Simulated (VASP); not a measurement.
# P (a cell with a defect) in VASP: single point with PBE+D3(BJ)

Aim: the single point of P (a cell with a defect) with PBE+D3(BJ).

Everything below comes from runs of VASP 6.6.1. Logs are shortened: lines on timing, memory, paths and dates and some standing lists are left out, and cuts for length are marked.

### Step 1. The cell of the first run

The cell holds a defect, 31 atoms: a = 8.437 Å, b = 8.437 Å, c = 8.437 Å, α = 108.69°, β = 108.69°, γ = 108.69°.

### Step 2. Single point, PBE+D3(BJ) (atoms taken out, then relaxed in part)

File INCAR:

```
SYSTEM = P
PREC = Accurate
ENCUT = 520
EDIFF = 1E-7
ISMEAR = 0
SIGMA = 0.1
LREAL = Auto
LASPH = .True.
NELM = 60
ALGO = Normal
ISIF = 2
LWAVE = .False.
LCHARG = .False.
GGA = PE
IVDW = 12
NBANDS = 98
```

File KPOINTS:

```
Automatic mesh
0
Gamma
  3 3 3
  0 0 0
```

File POSCAR:

```
P
1.0
    0.0000000000     -7.9159376796      2.9189069790
    6.8554031253      3.9579688398      2.9189069790
   -6.8554031253      3.9579688398      2.9189069790
P
31
Direct
    0.7339064081      0.2258726767      0.7265882080
    0.4881913963      0.2359240410      0.9894589321
    0.9804840137      0.4800547646      0.2323089074
    0.2245336307      0.2315737207      0.2387150190
    0.7339064081      0.4765882080      0.4758726767
    0.4857541537      0.4859270154      0.7359270154
    0.9818186623      0.7302817275      0.9802817275
    0.2353339688      0.4840061503      0.9842449775
    0.7291818268      0.7296468724      0.2308726783
    0.4881913963      0.7394589321      0.4859240410
    0.9804840137      0.9823089074      0.7300547646
    0.2353339688      0.7342449775      0.7340061503
    0.7291818268      0.9808726783      0.9796468724
    0.4799531989      0.9836963188      0.2336963188
    0.2245336307      0.9887150190      0.4815737207
    0.5142458463      0.7640729846      0.0140729846
    0.2660935919      0.7734117920      0.2741273233
    0.0195159863      0.7699452354      0.5176910926
    0.5118086037      0.0140759590      0.7605410679
    0.7646660312      0.7659938497      0.7657550225
    0.2660935919      0.0241273233      0.0234117920
    0.0000000000      0.1250000000      0.3750000000
    0.5200468011      0.2663036812      0.5163036812
    0.7754663693      0.0184262793      0.5112849810
    0.2708181732      0.2691273217      0.7703531276
    0.0195159863      0.2676910926      0.0199452354
    0.5118086037      0.5105410679      0.2640759590
    0.7754663693      0.2612849810      0.2684262793
    0.2708181732      0.5203531276      0.5191273217
    0.0181813377      0.5197182725      0.7697182725
    0.7646660312      0.5157550225      0.0159938497
```

Potentials or basis: VASP PAW PBE potentials, release 64 (P).

The run is started by

```sh
$ cat potpaw_PBE.64/P/POTCAR > POTCAR
$ mpirun -np 1 vasp_std > vasp.out
```

OUTCAR:

```text
SYSTEM = P
   PREC = Accurate
   ENCUT = 520
   EDIFF = 1E-7
   ISMEAR = 0
   LREAL = Auto
   LASPH = .True.
   NELM = 60
   ISIF = 2
   GGA = PE
   IVDW = 12
 IVDW          = 12

 ion  position               nearest neighbor table
   1  0.734  0.226  0.727-  24 2.29  23 2.29  19 2.30  30 2.66  26 2.67  31 2.71
   2  0.488  0.236  0.989-  21 2.30  25 2.31  19 2.33  27 2.60  31 2.62  28 2.67
   3  0.980  0.480  0.232-  28 2.27  26 2.29  31 2.30  18 2.66  29 2.67  17 2.67
   4  0.225  0.232  0.239-  26 2.27  21 2.29  22 2.59  29 2.61  23 2.67  27 2.67
   5  0.734  0.477  0.476-  28 2.29  23 2.29  27 2.30  30 2.66  18 2.67  20 2.71
   6  0.486  0.486  0.736-  25 2.30  29 2.30  23 2.33  16 2.61  20 2.62  31 2.62
   7  0.982  0.730  0.980-  30 2.25  20 2.30  31 2.30  17 2.66  21 2.66
   8  0.235  0.484  0.984-  25 2.29  30 2.30  26 2.30  16 2.62  27 2.62  17 2.71
   9  0.729  0.730  0.231-  31 2.29  16 2.30  27 2.31  24 2.61  18 2.67  22 2.93
  10  0.488  0.739  0.486-  17 2.30  29 2.31  27 2.33  19 2.60  20 2.62  24 2.67
  11  0.980  0.982  0.730-  24 2.27  18 2.29  20 2.30  26 2.66  25 2.67  21 2.67
  12  0.235  0.734  0.734-  29 2.29  30 2.30  18 2.30  16 2.62  19 2.62  21 2.71
  13  0.729  0.981  0.980-  20 2.29  16 2.30  19 2.31  28 2.61  26 2.67  22 2.93
  14  0.480  0.984  0.234-  17 2.29  21 2.29  16 2.33  23 2.61  24 2.67  28 2.67
  15  0.225  0.989  0.482-  18 2.27  17 2.29  22 2.59  25 2.61  23 2.67  19 2.67
  16  0.514  0.764  0.014-   9 2.30  13 2.30  14 2.33   6 2.61   8 2.62  12 2.62
  17  0.266  0.773  0.274-  15 2.29  14 2.29  10 2.30   7 2.66   3 2.67   8 2.71
  18  0.020  0.770  0.518-  15 2.27  11 2.29  12 2.30   3 2.66   9 2.67   5 2.67
  19  0.512  0.014  0.761-   1 2.30  13 2.31   2 2.33  10 2.60  12 2.62  15 2.67
  20  0.765  0.766  0.766-  13 2.29   7 2.30  11 2.30   6 2.62  10 2.62   5 2.71
  21  0.266  0.024  0.023-   4 2.29  14 2.29   2 2.30   7 2.66  11 2.67  12 2.71
  22  0.000  0.125  0.375-   4 2.59  15 2.59  24 2.59  28 2.59  13 2.93  25 2.93   9 2.93  29 2.93

  23  0.520  0.266  0.516-   1 2.29   5 2.29   6 2.33  14 2.61   4 2.67  15 2.67
  24  0.775  0.018  0.511-  11 2.27   1 2.29  22 2.59   9 2.61  14 2.67  10 2.67
  25  0.271  0.269  0.770-   8 2.29   6 2.30   2 2.31  15 2.61  11 2.67  22 2.93
  26  0.020  0.268  0.020-   4 2.27   3 2.29   8 2.30  11 2.66  13 2.67   1 2.67
  27  0.512  0.511  0.264-   5 2.30   9 2.31  10 2.33   2 2.60   8 2.62   4 2.67
  28  0.775  0.261  0.268-   3 2.27   5 2.29  22 2.59  13 2.61  14 2.67   2 2.67
  29  0.271  0.520  0.519-  12 2.29   6 2.30  10 2.31   4 2.61   3 2.67  22 2.93
  30  0.018  0.520  0.770-   7 2.25   8 2.30  12 2.30   5 2.66   1 2.66
  31  0.765  0.516  0.016-   9 2.29   7 2.30   3 2.30   6 2.62   2 2.62   1 2.71

  LATTYP: Found a trigonal (rhomboedric) cell.
 ALAT       =     8.4369477478
 COS(alpha) =    -0.3204600706

  Lattice vectors:

 A1 = (   0.0000000000,  -7.9159376796,   2.9189069790)
 A2 = (   6.8554031253,   3.9579688398,   2.9189069790)
 A3 = (  -6.8554031253,   3.9579688398,   2.9189069790)

Analysis of symmetry for initial positions (statically):
=====================================================================
 Subroutine PRICEL returns:
 Original cell was already a primitive cell.
[... 184 lines left out ...]
   IALGO  =     38    algorithm
   IMIX   =      4    mixing-type and parameters
     AMIX     =   0.40;   BMIX     =  1.00
     AMIX_MAG =   1.60;   BMIX_MAG =  1.00
  volume/ion in A,a.u.               =      15.33       103.45
  Fermi-wavevector in a.u.,A,eV,Ry     =   1.126920  2.129570 17.278702  1.269949
  Thomas-Fermi vector in A             =   2.263604
   LORBIT       =      0    0 simple, 1 ext, 2 COOP (PROOUT), +10 PAW based schemes
   GGA     = PE    functional components
   LHFCALC =     F    Hartree Fock is set to
   AEXX    =    0.0000 exact exchange contribution
   IVDW    =    12    specifies the selected vdW correction
   LEPSILON=     F    determine dielectric tensor
   LRPA    =     F    only Hartree local field effects (RPA)
 non-spin polarized calculation
 Gauss-broadening in eV      SIGMA  =   0.10
  energy-cutoff  :      520.00
  volume of cell :      475.20
 maximum number of plane-waves:     12833
   NGX = 31   NGY = 31   NGZ = 31

 number of electron     155.0000008 magnetization

 Free energy of the ion-electron system (eV)
  ---------------------------------------------------
  ext. energy  EPLUGINS =         0.00000000
  ---------------------------------------------------
  free energy    TOTEN  =      -162.88711358 eV

  energy without entropy =     -162.83899855  energy(sigma->0) =     -162.86305607

 E-fermi :   9.0860     XC(G=0): -11.0066

 val. band max:        9.0753098204   @ k =   0.3333   0.3333   0.0000
 cond. band min:       9.1412401280   @ k =   0.3333  -0.3333   0.3333
 fundamental gap:      0.0659303076
 Fermi energy:         9.0859823752

 k-point     1 :       0.0000    0.0000    0.0000
  band No.  band energies     occupation
      1      -7.3167      2.00000
      2      -5.0035      2.00000
      3      -4.9361      2.00000
      4      -4.8593      2.00000
      5      -4.8489      2.00000
      6      -4.8126      2.00000
[... 909 lines left out ...]
     88      10.5522      0.00000
     89      10.6141      0.00000
 [bands above 89 left out]

------------------------ aborting loop because EDIFF is reached ----------------------------------------

 Edisp (eV)  -14.27643

 E8    (eV) :    -5.4016

  FORCE on cell =-STRESS in cart. coord.  units (eV):
  Direction    XX          YY          ZZ          XY          YZ          ZX
  --------------------------------------------------------------------------------------
  -------------------------------------------------------------------------------------
  Total      -6.39265   -12.92883     2.01928     0.00000    -1.85113     0.00000
  in kB     -21.55334   -43.59061     6.80816     0.00000    -6.24123     0.00000
  external pressure =      -19.45 kB  Pullay stress =        0.00 kB

 VOLUME and BASIS-vectors are now :
 -----------------------------------------------------------------------------
  energy-cutoff  :      520.00
  volume of cell :      475.20
      direct lattice vectors                 reciprocal lattice vectors
     0.000000000 -7.915937680  2.918906979     0.000000000 -0.084218281  0.114197998
     6.855403125  3.957968840  2.918906979     0.072935171  0.042109141  0.114197998
    -6.855403125  3.957968840  2.918906979    -0.072935171  0.042109141  0.114197998

 POSITION                                       TOTAL-FORCE (eV/Angst)
 -----------------------------------------------------------------------------------
     -3.43261     -2.03975      4.92235         0.004260      0.004659     -0.046172
     -5.16579      0.98553      5.00176        -0.009825      0.001730     -0.045242
      1.69840     -4.94194      4.94126        -0.001719     -0.000489     -0.050390
     -0.04896      0.08399      2.02812         0.030722     -0.009452     -0.031996
      0.00491     -2.03975      4.92235        -0.004260      0.004659     -0.046172
     -1.71385      0.99086      4.98435         0.000000      0.002520     -0.045389
[... 23 lines left out ...]
     -1.71385      4.95963      3.81681         0.000000      0.003476      0.050597
      3.42606     -3.94840      3.78411        -0.004163      0.005831      0.042947
 -----------------------------------------------------------------------------------
    total drift:                                0.000000     -0.000000     -0.000000

  FREE ENERGIE OF THE ION-ELECTRON SYSTEM (eV)
  ---------------------------------------------------
  free  energy   TOTEN  =      -177.1635475403 eV

  energy  without entropy=     -177.1154325126  energy(sigma->0) =     -177.13949003
```

OSZICAR:

```text
N       E                     dE             d eps       ncg     rms          rms(c)
DAV:   1     0.605676904044E+03    0.60568E+03   -0.67396E+04  1960   0.140E+03
DAV:   2    -0.103753613704E+03   -0.70943E+03   -0.68012E+03  2364   0.223E+02
DAV:   3    -0.161246316630E+03   -0.57493E+02   -0.55439E+02  2440   0.567E+01
DAV:   4    -0.163178312022E+03   -0.19320E+01   -0.18907E+01  2440   0.109E+01
DAV:   5    -0.163247259181E+03   -0.68947E-01   -0.68466E-01  2496   0.181E+00    0.275E+01
DAV:   6    -0.162983819925E+03    0.26344E+00   -0.24951E-01  2472   0.140E+00    0.165E+01
DAV:   7    -0.162886468243E+03    0.97352E-01   -0.34000E-01  2336   0.167E+00    0.625E-01
DAV:   8    -0.162886410884E+03    0.57359E-04   -0.34645E-02  2336   0.536E-01    0.461E-01
DAV:   9    -0.162886442833E+03   -0.31949E-04   -0.32632E-03  2440   0.150E-01    0.317E-01
DAV:  10    -0.162886974322E+03   -0.53149E-03   -0.14333E-03  2392   0.106E-01    0.817E-02
DAV:  11    -0.162887102028E+03   -0.12771E-03   -0.25442E-04  2424   0.458E-02    0.414E-02
DAV:  12    -0.162887110278E+03   -0.82507E-05   -0.24692E-05  2352   0.139E-02    0.301E-02
DAV:  13    -0.162887113170E+03   -0.28916E-05   -0.12145E-05  2240   0.108E-02    0.798E-03
DAV:  14    -0.162887113606E+03   -0.43591E-06   -0.24173E-06  2480   0.382E-03    0.293E-03
DAV:  15    -0.162887113582E+03    0.24147E-07   -0.23022E-07  1592   0.135E-03
   1 F= -.17716355E+03 E0= -.17713949E+03  d E =-.481150E-01
```

Run time: 18 min. Hardware: 1 thread of Intel Xeon Platinum 8488C (Sapphire Rapids), shared host; peak memory 0.67 GiB.

Results:

* Free energy: -177.1635 eV
* Pressure: -1.9 GPa
* Largest force: 0.051 eV/Å
* Band gap on the k mesh: zero (an odd number of electrons rules out a gap without spin polarisation)
* Dispersion energy per atom: -0.461 eV

Forces in eV/Å, atoms in the order of the input:
```
P    0.004  0.005 -0.046
P   -0.010  0.002 -0.045
P   -0.002  0.000 -0.050
P    0.031 -0.009 -0.032
P   -0.004  0.005 -0.046
P    0.000  0.003 -0.045
P    0.000 -0.003 -0.051
P   -0.004 -0.006 -0.043
P    0.008 -0.003 -0.038
P    0.010  0.002 -0.045
P    0.002  0.000 -0.050
P    0.004 -0.006 -0.043
P   -0.008 -0.003 -0.038
P    0.000  0.005 -0.043
P   -0.031 -0.009 -0.032
P    0.000 -0.003  0.045
P    0.004 -0.005  0.046
P    0.002  0.000  0.050
P    0.010 -0.002  0.045
P    0.004  0.006  0.043
P   -0.004 -0.005  0.046
P    0.000  0.000  0.000
P    0.000 -0.005  0.043
P   -0.031  0.009  0.032
P    0.008  0.003  0.038
P   -0.002  0.000  0.050
P   -0.010 -0.002  0.045
P    0.031  0.009  0.032
P   -0.008  0.003  0.038
P    0.000  0.003  0.051
P   -0.004  0.006  0.043
```

Levels at points of the mesh, in eV from the Fermi level:
| k point | band 76 | band 77 | band 78 | band 79 | band 80 | band 81 |
| --- | --- | --- | --- | --- | --- | --- |
| (0.00, 0.00, 0.00) | -0.75 | -0.69 | -0.66 | -0.54 | 0.63 | 0.70 |

Caveat: the cell differs from its parent crystal (atoms taken out, then relaxed in part); an odd number of electrons without spin polarisation forces a metal; a magnetic or distorted state may lie lower.

The gap in the log of VASP goes by the Fermi energy; the results here count the filled bands.